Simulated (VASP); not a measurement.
Input of a VASP 6.6.1 run:

INCAR

```
SYSTEM = Hf
PREC = Accurate
ENCUT = 520
EDIFF = 1E-7
ISMEAR = -1
SIGMA = 0.08
LREAL = .False.
LASPH = .True.
NELM = 100
ALGO = Normal
ISIF = 2
LWAVE = .False.
LCHARG = .False.
GGA = PS
NBANDS = 17
```

The input KPOINTS:

```
regular mesh
0
Gamma
  14 14 8
  0 0 0
```

Contents of POSCAR:

```
Hf
1.0
    3.0188574494      0.0000000000      0.0000000000
   -1.5094287247      2.6144072416      0.0000000000
    0.0000000000      0.0000000000      4.8187261157
Hf
2
Direct
    0.3333333333      0.6666666667      0.2500000000
    0.6666666667      0.3333333333      0.7500000000
```

Potentials or basis: VASP PAW PBE potentials, release 64 (Hf_pv).

The run is started by

```sh
$ cat potpaw_PBE.64/Hf_pv/POTCAR > POTCAR
$ mpirun -np 1 vasp_std > vasp.out
```

Estimate the pressure.

17.6 GPa.

Estimate the band gap on the k mesh.

zero (band 10 reaches 7.14 eV, above the bottom of band 11 at 5.65 eV).

Stress tensor (GPa, compression positive):
```
17.66  0.00  0.00
 0.00 17.66  0.00
 0.00  0.00 17.48
```

Caveat: the PAW data sets were made with another functional, which shifts forces and pressure a little; spin-orbit coupling is left out, which moves the levels of the heavy elements.
